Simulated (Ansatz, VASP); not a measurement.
## HfN in VASP and in Ansatz

```
Hf N
1.0
     0.00000    2.25080    2.25080
     2.25080    0.00000    2.25080
     2.25080    2.25080    0.00000
Hf N
1 1
Direct
  0.50000 0.50000 0.50000
  0.00000 0.00000 0.00000
```

Alike in both runs: task single point; functional PBEsol; k mesh 16 × 16 × 16; no spin polarisation.

```csv
,VASP,Ansatz
version,VASP 6.6.1,Ansatz 0.2.0
potentials or method,"VASP PAW PBE potentials, release 64 (Hf_pv, N), cutoff 520 eV","scalar-relativistic, plane waves, PAW"
occupations,tetrahedron,tetrahedron-uncorrected
valence electrons in the cell,15,31
```

|  | VASP | Ansatz | Ansatz less VASP |
| --- | --- | --- | --- |
| gap on the k mesh at the Fermi level (eV) | none | none | - |
| pressure (GPa) | -1.9 | 0.3 | +2.18 |

VASP's potentials were made for PBE, not for PBEsol. A gap of «none» marks a metal or a gap that the smearing closes. VASP's potentials hold 15 valence electrons a cell and Ansatz's 31, so a difference there can come from the potentials and not from the codes. Ansatz's warnings: band table not solved further.

Neither program's run includes spin-orbit coupling.
